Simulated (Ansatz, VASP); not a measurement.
One calculation of P, two programs

INCAR

```
PREC = Accurate ; ENCUT = 600
EDIFF = 1E-6 ; ISMEAR = -1
SIGMA = 0.05 ; LREAL = F
LASPH = T ; NELM = 80
ALGO = Normal ; ISIF = 3
LWAVE = F ; LCHARG = F
GGA = PE ; IBRION = 2
NSW = 60 ; EDIFFG = -0.01
```

Contents of KPOINTS:

```
regular mesh
0
Gamma
  8 8 6
```

The input POSCAR:

```
P
1.0
    1.6477431241     -5.4650377251      0.0000000000
    1.6477431241      5.4650377251      0.0000000000
    0.0000000000      0.0000000000      4.5436355900
P
4
Direct
    0.9041431300      0.0958568700      0.5888151700
    0.0958568700      0.9041431300      0.4111848300
    0.5958568700      0.4041431300      0.0888151700
    0.4041431300      0.5958568700      0.9111848300
```

input.yaml

```yaml
crystal:
  lattice:
    - [1.6477431241, -5.4650377251, 0.0]
    - [1.6477431241, 5.4650377251, 0.0]
    - [0.0, 0.0, 4.54363559]
  atoms:
    - { symbol: P, position: [0.90414313, 0.09585687, 0.58881517] }
    - { symbol: P, position: [0.09585687, 0.90414313, 0.41118483] }
    - { symbol: P, position: [0.59585687, 0.40414313, 0.08881517] }
    - { symbol: P, position: [0.40414313, 0.59585687, 0.91118483] }
hamiltonian:
  xc: pbe
  pseudopotentials: { kind: paw }
kpoints:
  mp_grid: { grid: [8, 8, 6] }
scf:
  occupations: { method: fermi_dirac, width: 0.05 }
output:
  forces: true
  stress: true
relax:
  f_tol: 0.01
  max_steps: 40
  cell: { stress_tol: 0.05 }
```

Alike in both runs: task relaxation of cell and atoms; functional PBE; k mesh 8 × 8 × 6; occupations fermi-dirac, width 0.05 eV; no spin polarisation.

|  | VASP | Ansatz |
| --- | --- | --- |
| version | VASP 6.6.1 | Ansatz 0.2.0 |
| potentials or method | VASP PAW PBE potentials, release 64 (P) | Ansatz PAW |
| plane-wave cutoff (eV) | 600 | 420 |
| valence electrons in the cell | 20 | 20 |

```tsv
	VASP	Ansatz	Ansatz less VASP
relaxed volume (Å³/atom)	21.34	21.25	-0.096
relaxed length of the cell vector where the two differ most in proportion (Å)	5.897	5.869	-0.0280
```

Noted on Ansatz's run: the plane-wave basis is chosen anew once the cell has moved, so the energies of steps on either side of that aren't comparable.
